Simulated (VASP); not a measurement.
Input of a VASP 6.6.1 run:

Contents of INCAR:

```
PREC = Accurate
ENCUT = 520
EDIFF = 1E-7
ISMEAR = -1
SIGMA = 0.05
LREAL = F
LASPH = T
NELM = 60
ALGO = Normal
ISIF = 2
LWAVE = F
LCHARG = F
GGA = PE
NBANDS = 28
```

File KPOINTS:

```
regular mesh
0
Gamma
  8 8 5
```

File POSCAR:

```
La2O3
1.0
    3.9307778780      0.0000000000      0.0000000000
   -1.9653889390      3.4041534990      0.0000000000
    0.0000000000      0.0000000000      6.1119535200
La O
2 3
Direct
    0.3394670000      0.6588080000      0.2459800000
    0.6754630000      0.3387370000      0.7552280000
    0.0055620000      0.0024750000     -0.0033560000
    0.3362110000      0.6643290000      0.6501560000
    0.6719440000      0.3266460000      0.3569860000
```

Potentials or basis: VASP PAW PBE potentials, release 64 (La, O).

The run is started by

```bash
$ cat potpaw_PBE.64/La/POTCAR potpaw_PBE.64/O/POTCAR > POTCAR
$ mpirun -np 1 vasp_std > vasp.out
```

(1) Predict the pressure.

(2) Estimate the largest force.

(3) Predict the band gap on the k mesh.

## Answers

(1) 1.5 GPa.

(2) 0.255 eV/Å.

(3) 3.86 eV (least direct gap 4.05 eV).

Caveat: the cell differs from its parent crystal (atoms moved at random); spin-orbit coupling is left out, which moves the levels of the heavy elements.
